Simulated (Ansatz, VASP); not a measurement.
## Mo in VASP and in Ansatz

Contents of INCAR:

```
PREC     = Accurate       # precision mode
ENCUT    = 520            # plane-wave cutoff, eV
EDIFF    = 1E-6           # SCF threshold, eV
ISMEAR   = -1             # smearing method
SIGMA    = 0.08           # smearing width, eV
LREAL    = F              # projectors in reciprocal space
LASPH    = T              # aspherical terms in the spheres
NELM     = 100            # most SCF steps
ALGO     = Normal         # electronic algorithm
ISIF     = 2              # what is computed and relaxed
LWAVE    = F              # write WAVECAR
LCHARG   = F              # write CHGCAR
GGA      = PE             # functional
NBANDS   = 21             # bands
```

Contents of KPOINTS:

```
regular mesh
0
Gamma
  12 12 12
```

Contents of POSCAR:

```
Mo
1.0
    3.1607300689      0.0000000000      0.0000000000
    0.0000000000      3.1607300689      0.0000000000
    0.0000000000      0.0000000000      3.1607300689
Mo
2
Direct
    0.0000000000      0.0000000000      0.0000000000
    0.5000000000      0.5000000000      0.5000000000
```

Input for Ansatz:

```yaml
crystal:
  lattice:
    - [3.1607300689, 0.0, 0.0]
    - [0.0, 3.1607300689, 0.0]
    - [0.0, 0.0, 3.1607300689]
  atoms:
    - { symbol: Mo, position: [0.0, 0.0, 0.0] }
    - { symbol: Mo, position: [0.5, 0.5, 0.5] }
kpoints:
  mp_grid: { grid: [12, 12, 12] }
scf:
  occupations: { method: fermi_dirac, width: 0.08 }
hamiltonian:
  xc: pbe
  pseudopotentials: { kind: all_electron, lapw: { basis_error: 0.001 } }
output:
  forces: true
  stress: true
  eigenvalues: true
```

Alike in both runs: task single point; functional PBE; k mesh 12 × 12 × 12; occupations fermi-dirac, width 0.08 eV; no spin polarisation.

|  | VASP | Ansatz |
| --- | --- | --- |
| version | VASP 6.6.1 | Ansatz 0.2.0 |
| potentials or method | VASP PAW PBE potentials, release 64 (Mo_sv), cutoff 520 eV | all-electron LAPW, scalar-relativistic |

Ansatz gave:

- pressure (GPa): 0.1

Problem. What did VASP give for the same quantities?

Solution. Pressure (GPa): 0.7.

Ansatz ran all-electron here, and VASP with PAW potentials.
